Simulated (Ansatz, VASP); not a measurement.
# One calculation of Be, two programs

Contents of INCAR:

```
SYSTEM = Be
PREC = Accurate
ENCUT = 600
EDIFF = 1E-6
ISMEAR = -1
SIGMA = 0.1
LREAL = .False.
LASPH = .True.
NELM = 120
ALGO = Normal
ISIF = 2
LWAVE = .False.
LCHARG = .False.
NBANDS = 12
GGA_COMPAT = .False.
```

KPOINTS

```
regular mesh
0
Gamma
  4 4 6
  0 0 0
```

POSCAR

```
Be
1.0
    3.7468100000      0.0000000000      0.0000000000
    0.0000000000      3.7468100000      0.0000000000
    0.0000000000      0.0000000000      2.2812800000
Be
4
Direct
    0.3199150361      0.2547082342      0.0157203148
    0.6866115625      0.7429358956      0.0166021851
    0.1765321119      0.7664413676      0.4823015548
    0.8169412607      0.2359145641      0.4853764568
```

Input for Ansatz:

```yaml
crystal:
  lattice:
    - [3.74681, 0.0, 0.0]
    - [0.0, 3.74681, 0.0]
    - [0.0, 0.0, 2.28128]
  atoms:
    - { symbol: Be, position: [0.3199150361308642, 0.2547082342173746, 0.015720314754981392] }
    - { symbol: Be, position: [0.686611562483141, 0.742935895622618, 0.01660218514879965] }
    - { symbol: Be, position: [0.17653211191501772, 0.7664413676265145, 0.4823015547696016] }
    - { symbol: Be, position: [0.8169412606523531, 0.2359145640932097, 0.4853764567885917] }
basis:
  ecutwfc: 557.833418042754
kpoints:
  mp_grid:
    grid: [4, 4, 6]
hamiltonian:
  xc: lda
scf:
  occupations:
    method: fermi_dirac
output:
  forces: true
```

Alike in both runs: task single point; functional LDA; k mesh 4 × 4 × 6; no spin polarisation.

|  | VASP | Ansatz |
| --- | --- | --- |
| version | VASP 6.6.1 | Ansatz 0.2.0 |
| potentials or method | VASP PAW LDA potentials, release 64 (Be), cutoff 600 eV | plane waves, PAW |
| occupations | fermi-dirac, width 0.1 eV | fermi-dirac |
| valence electrons in the cell | 8 | 8 |

|  | VASP | Ansatz | Ansatz less VASP |
| --- | --- | --- | --- |
| rms of the force components (eV/Å) | 0.305 | 0.305 | -0.0009 |

LDA's correlation is that of Perdew and Zunger in VASP and of Perdew and Wang (1992) in Ansatz. Atom by atom the forces differ by 0.001 eV/Å (rms over components).

The k mesh is coarse, so the values compare programs but aren't converged.
